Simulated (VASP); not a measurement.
Wanted: the native input for a VASP 6.6.1 run.

- Task: single point
- Functional: PBE
- Potentials or basis: VASP PAW PBE potentials, release 64 (Si, O)
- Cutoff: 520 eV
- k mesh: 6 × 6 × 5
- Occupations: fermi-dirac, width 0.02 eV
- Spin: no spin polarisation
- Dipole correction: no
- Further INCAR settings: ALGO = Normal; EDIFF = 1e-07; NBANDS = 44

The structure of SiO2 lies in POSCAR:

```
SiO2
1.0
    4.9727000000      0.0000000000      0.0000000000
    0.0000000000      4.9727000000      0.0000000000
    0.0000000000      0.0000000000      6.9257000000
Si O
4 8
Direct
    0.3054899007      0.3054899007      0.0000000000
    0.1945100993      0.8054899007      0.2500000000
    0.6945100993      0.6945100993      0.5000000000
    0.8054899007      0.1945100993      0.7500000000
    0.2364503307      0.1166506204      0.1851607926
    0.3833493796      0.7364503307      0.4351607926
    0.7635496693      0.8833493796      0.6851607926
    0.6166506204      0.2635496693      0.9351607926
    0.7364503307      0.3833493796      0.5648392074
    0.8833493796      0.7635496693      0.3148392074
    0.2635496693      0.6166506204      0.0648392074
    0.1166506204      0.2364503307      0.8148392074
```

One way to write it, as run:

INCAR

```
ALGO = Normal
EDIFF = 1E-7
ENCUT = 520
GGA = PE
ISIF = 2
ISMEAR = -1
LASPH = True
LCHARG = False
LREAL = False
LWAVE = False
NBANDS = 44
NELM = 60
PREC = Accurate
SIGMA = 0.02
```

KPOINTS

```
k-points
0
Gamma
  6 6 5
```

Potentials or basis: VASP PAW PBE potentials, release 64 (Si, O).

Launch:

```bash
$ cat potpaw_PBE.64/Si/POTCAR potpaw_PBE.64/O/POTCAR > POTCAR
$ mpirun -np 1 vasp_std > vasp.out
```

Results of the run:

```
Pressure               : 1.4 GPa
Largest force          : 0.020 eV/Å
Band gap on the k mesh : 5.62 eV
```

Wall time 4.4 min on 1 thread of Intel(R) Xeon(R) Platinum 8259CL CPU @ 2.50GHz (Skylake/Cascade Lake), with other jobs on the host, peak memory 0.35 GiB.
